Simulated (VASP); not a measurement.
Input of a VASP 6.6.1 run:

The input INCAR:

```
SYSTEM = Ca3B5
PREC = Accurate
ENCUT = 520
EDIFF = 1E-7
ISMEAR = 0
SIGMA = 0.1
LREAL = .False.
LASPH = .True.
NELM = 80
ALGO = Normal
ISIF = 2
LWAVE = .False.
LCHARG = .True.
GGA = PE
LELF = .True.
LVHAR = .True.
NBANDS = 32
```

File KPOINTS:

```
regular mesh
0
Gamma
  6 6 4
  0 0 0
```

POSCAR

```
Ca3B5
1.0
    3.7879705150      0.0000000024      0.0000000000
   -1.8939852596      3.2804786936      0.0000000000
    0.0000000000      0.0000000000     10.2769811126
Ca B
3 5
Direct
    0.0000000000      0.0000000000      0.6911198817
    0.0000000000      0.0000000000      0.3088801183
    0.0000000000      0.0000000000      0.0000000000
    0.3333333333      0.6666666667      0.0000000000
    0.6666666667      0.3333333333      0.0000000000
    0.4999999926      0.0000000000      0.5000000000
    0.0000000000      0.4999999926      0.5000000000
    0.5000000074      0.5000000074      0.5000000000
```

Potentials or basis: VASP PAW PBE potentials, release 64 (Ca_sv, B).

The run is started by

```bash
$ cat potpaw_PBE.64/Ca_sv/POTCAR potpaw_PBE.64/B/POTCAR > POTCAR
$ mpirun -np 1 vasp_std > vasp.out
```

Task: Estimate the band gap on the k mesh.

Result: Zero (an odd number of electrons rules out a gap without spin polarisation).

Task: Estimate the pressure.

Result: 0.2 GPa.

Task: Predict the largest force.

Result: 0.045 eV/Å.

Forces in eV/Å, atoms in the order of the input:
```
Ca   0.000  0.000  0.045
Ca   0.000  0.000 -0.045
Ca   0.000  0.000  0.000
B    0.000  0.000  0.000
B    0.000  0.000  0.000
B    0.000  0.000  0.000
B    0.000  0.000  0.000
B    0.000  0.000  0.000
```
